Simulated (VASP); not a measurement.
A run of VASP 6.6.1:

Contents of INCAR:

```
PREC     = Accurate       # precision mode
ENCUT    = 520            # plane-wave cutoff, eV
EDIFF    = 1E-7           # SCF threshold, eV
ISMEAR   = 0              # smearing method
SIGMA    = 0.01           # smearing width, eV
LREAL    = F              # projectors in reciprocal space
LASPH    = T              # aspherical terms in the spheres
NELM     = 60             # most SCF steps
ALGO     = Normal         # electronic algorithm
ISIF     = 2              # what is computed and relaxed
LWAVE    = F              # write WAVECAR
LCHARG   = F              # write CHGCAR
GGA      = PE             # functional
NBANDS   = 26             # bands
```

Contents of KPOINTS:

```
regular mesh
0
Gamma
  6 6 2
```

Contents of POSCAR:

```
Al4SbP3
1.0
    3.9969990111      0.0000000000      0.0000000000
    0.0000000000      3.9969990111      0.0000000000
    0.0000000000      0.0000000000     11.2827857231
P Al Sb
3 4 1
Direct
    0.0000000000      0.0000000000      0.2350240480
    0.5000000000      0.5000000000      0.0000000000
    0.0000000000      0.0000000000      0.7649759520
    0.0000000000      0.5000000000      0.1173674920
    0.5000000000      0.0000000000      0.8826325080
    0.0000000000      0.5000000000      0.6470439371
    0.5000000000      0.0000000000      0.3529560629
    0.5000000000      0.5000000000      0.5000000000
```

Potentials or basis: VASP PAW PBE potentials, release 64 (P, Al, Sb).

Command:

```sh
$ cat potpaw_PBE.64/P/POTCAR potpaw_PBE.64/Al/POTCAR potpaw_PBE.64/Sb/POTCAR > POTCAR
$ mpirun -np 1 vasp_std > vasp.out
```

Hardware: 1 thread of Intel(R) Xeon(R) Platinum 8259CL CPU @ 2.50GHz (Skylake/Cascade Lake), on a shared host.

Question: Estimate the wall time of this run.

Answer: Run time: 2 min on 1 thread of Intel(R) Xeon(R) Platinum 8259CL CPU @ 2.50GHz (Skylake/Cascade Lake), with other jobs on the host, peak memory 0.3 GiB. Counts: scf iterations 16, k points 20.
